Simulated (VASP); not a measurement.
Runs of VASP 6.6.1 on Li2Se. The structure is that of space group Fm-3m (No. 225), or close to it. The cells are those of the table. 

| level | cell | cutoff (eV) | smearing | gap on the mesh (eV) | pressure (GPa) |
| --- | --- | --- | --- | --- | --- |
| PBE | a = 4.318 Å, angles 60.0°, 3 atoms | 750 | fermi-dirac 0.02 eV | 3.01 | (a) |
| r2SCAN | a = 4.233 Å, angles 60.0°, 3 atoms | 830 | gaussian 0.01 eV | (b) | -0.2 |
| r2SCAN | a = 4.318 Å, angles 60.0°, 3 atoms | 830 | gaussian 0.01 eV | 3.49 | -2.1 |
| r2SCAN | a = 4.276 Å, angles 60.0°, 3 atoms | 830 | gaussian 0.01 eV | 3.48 | (c) |
| PBE | a = 4.233 Å, angles 60.0°, 3 atoms | 750 | fermi-dirac 0.02 eV | 2.97 | 0.3 |

Alike in all rows: task single point; potentials or basis VASP PAW PBE potentials, release 64 (Se, Li_sv); no spin polarisation; k mesh 8 × 8 × 8.

Fill in the values left out.

(a) -1.6; (b) 3.46; (c) -1.2.

Caveats: the PAW data sets were made with another functional, which shifts forces and pressure a little (at least some runs).

A k mesh can miss the band edges, and the runs leave out spin-orbit coupling on Se.
